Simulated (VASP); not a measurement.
Input of a VASP 6.6.1 run:

INCAR

```
SYSTEM = C
PREC = Accurate ; ENCUT = 600
EDIFF = 1E-6 ; ISMEAR = 0
SIGMA = 0.1 ; LREAL = .FALSE.
LASPH = .TRUE. ; NELM = 120
ALGO = Normal ; ISIF = 2
LWAVE = .FALSE. ; LCHARG = .FALSE.
GGA = PE ; IVDW = 12
NBANDS = 11 ; GGA_COMPAT = .FALSE.
```

The input KPOINTS:

```
Automatic mesh
0
G
  9 9 9
  0 0 0
```

Contents of POSCAR:

```
C
1.0
    1.2280263465      0.7090013417      3.3470108394
   -1.2280263465      0.7090013417      3.3470108394
    0.0000000000     -1.4180026834      3.3470108394
C
2
Direct
    0.1640000000      0.1640000000      0.1640000000
    0.8360000000      0.8360000000      0.8360000000
```

Potentials or basis: VASP PAW PBE potentials, release 64 (C).

Command:

```sh
$ cat potpaw_PBE.64/C/POTCAR > POTCAR
$ mpirun -np 1 vasp_std > vasp.out
```

**Question.** Predict the pressure.

**Answer.** 3.1 GPa.

**Question.** Estimate the dispersion energy per atom.

**Answer.** -0.157 eV.

Stress tensor (GPa, compression positive):
```
 5.21  0.00  0.00
 0.00  5.21  0.00
 0.00  0.00 -1.15
```

Caveat: the stress differs along the axes, from -1 to 5 GPa.
